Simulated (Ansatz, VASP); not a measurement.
CuI: VASP beside Ansatz

Contents of INCAR:

```
SYSTEM = CuI
ALGO = Normal
EDIFF = 1E-6
ENCUT = 520
GGA = PE
GGA_COMPAT = .FALSE.
ISIF = 2
ISMEAR = -1
LASPH = .TRUE.
LCHARG = .FALSE.
LMAXMIX = 4
LORBIT = 11
LORBMOM = .TRUE.
LREAL = .FALSE.
LSORBIT = .TRUE.
LWAVE = .FALSE.
MAGMOM = 0 0 0 0 0 0
NBANDS = 30
NELM = 150
PREC = Accurate
SIGMA = 0.02
```

Contents of KPOINTS:

```
k-points
0
G
  8 8 8
  0 0 0
```

POSCAR

```
CuI
1.0
    0.0000000000      2.8561103470      2.8561103470
    2.8561103470      0.0000000000      2.8561103470
    2.8561103470      2.8561103470      0.0000000000
Cu I
1 1
Direct
    0.0000000000      0.0000000000      0.0000000000
    0.5000000000      0.5000000000      0.5000000000
```

Input for Ansatz:

```yaml
crystal:
  lattice:
    - [0.0, 2.856110347, 2.856110347]
    - [2.856110347, 0.0, 2.856110347]
    - [2.856110347, 2.856110347, 0.0]
  atoms:
    - { symbol: Cu, position: [0.0, 0.0, 0.0] }
    - { symbol: I, position: [0.5, 0.5, 0.5] }
kpoints:
  mp_grid: { grid: [8, 8, 8] }
  band_path:
    path:
      - [0.0, 0.0, 0.0]
      - [0.5, 0.0, 0.5]
      - [0.625, 0.25, 0.625]
      - [0.375, 0.375, 0.75]
      - [0.5, 0.5, 0.5]
      - [0.5, 0.25, 0.75]
    npoints: 1
hamiltonian:
  xc: pbe
scf:
  occupations: { method: fermi_dirac, width: 0.02 }
  n_extra_bands: 8
magnetization:
  noncollinear: true
  spin_orbit: true
output:
  forces: true
  stress: true
  eigenvalues: true
```

Alike in both runs: task single point; functional PBE; k mesh 8 × 8 × 8; occupations fermi-dirac, width 0.02 eV; non-collinear spin, spin-orbit coupling.

```csv
,VASP,Ansatz
version,VASP 6.6.1,Ansatz 0.2.0
potentials or method,"VASP PAW PBE potentials, release 64 (Cu, I)","plane waves, PAW"
plane-wave cutoff (eV),520,420
valence electrons in the cell,18,36
```

|  | VASP | Ansatz | Ansatz less VASP |
| --- | --- | --- | --- |
| pressure (GPa) | 1.5 | 0.8 | -0.69 |
| net moment per atom (μB) | 0.00 | 0.00 | 0.000 |

With one functional, cell and mesh, what is left measures potentials, basis and numerics. VASP's potentials hold 18 valence electrons a cell and Ansatz's 36, so a difference there can come from the potentials and not from the codes.
